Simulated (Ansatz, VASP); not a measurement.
# Si2W in VASP and in Ansatz

Contents of INCAR:

```
ALGO     = Normal         # electronic algorithm
EDIFF    = 1E-6           # SCF threshold, eV
ENCUT    = 520            # plane-wave cutoff, eV
GGA      = PE             # functional
ISIF     = 2              # what is computed and relaxed
ISMEAR   = -1             # smearing method
LASPH    = T              # aspherical terms in the spheres
LCHARG   = T              # write CHGCAR
LELF     = T              # ELF
LREAL    = F              # projectors in reciprocal space
LVHAR    = T            
LWAVE    = F              # write WAVECAR
NBANDS   = 18             # bands
NELM     = 80             # most SCF steps
PREC     = Accurate       # precision mode
SIGMA    = 0.08           # smearing width, eV
```

File KPOINTS:

```
k-points
0
Gamma
  9 9 9
```

File POSCAR:

```
Si2W
1.0
    0.0000000000      2.6433392465      2.6433392465
    2.6433392465      0.0000000000      2.6433392465
    2.6433392465      2.6433392465      0.0000000000
W Si
1 2
Direct
    0.0000000000      0.0000000000      0.0000000000
    0.2500000000      0.2500000000      0.2500000000
    0.7500000000      0.7500000000      0.7500000000
```

Input for Ansatz:

```yaml
crystal:
  lattice:
    - [0.0, 2.6433392465, 2.6433392465]
    - [2.6433392465, 0.0, 2.6433392465]
    - [2.6433392465, 2.6433392465, 0.0]
  atoms:
    - { symbol: W, position: [0.0, 0.0, 0.0] }
    - { symbol: Si, position: [0.25, 0.25, 0.25] }
    - { symbol: Si, position: [0.75, 0.75, 0.75] }
kpoints:
  mp_grid: { grid: [9, 9, 9] }
scf:
  occupations: { method: fermi_dirac, width: 0.08 }
hamiltonian:
  xc: pbe
  pseudopotentials: { kind: paw }
output:
  forces: true
  stress: true
  eigenvalues: true
  populations: true
```

Change from the starting cell: volume scaled by 0.72, PAW files.

Alike in both runs: task single point; functional PBE; k mesh 9 × 9 × 9; occupations fermi-dirac, width 0.08 eV; no spin polarisation.

```csv
,VASP,Ansatz
version,VASP 6.6.1,Ansatz 0.2.0
potentials or method,"VASP PAW PBE potentials, release 64 (W_sv, Si)","PAW with Ansatz's default frozen-core files, scalar-relativistic"
plane-wave cutoff (eV),520,420
valence electrons in the cell,22,22
```

VASP gave:

* pressure (GPa): 86.5

Task: Estimate Ansatz's values.

Result: Pressure (GPa): 86.1.

Both programs put the cell under a high pressure, so it lies far from rest at this level.

Spin-orbit coupling is off throughout. Noted on VASP's run: the cell as given lies far from equilibrium.
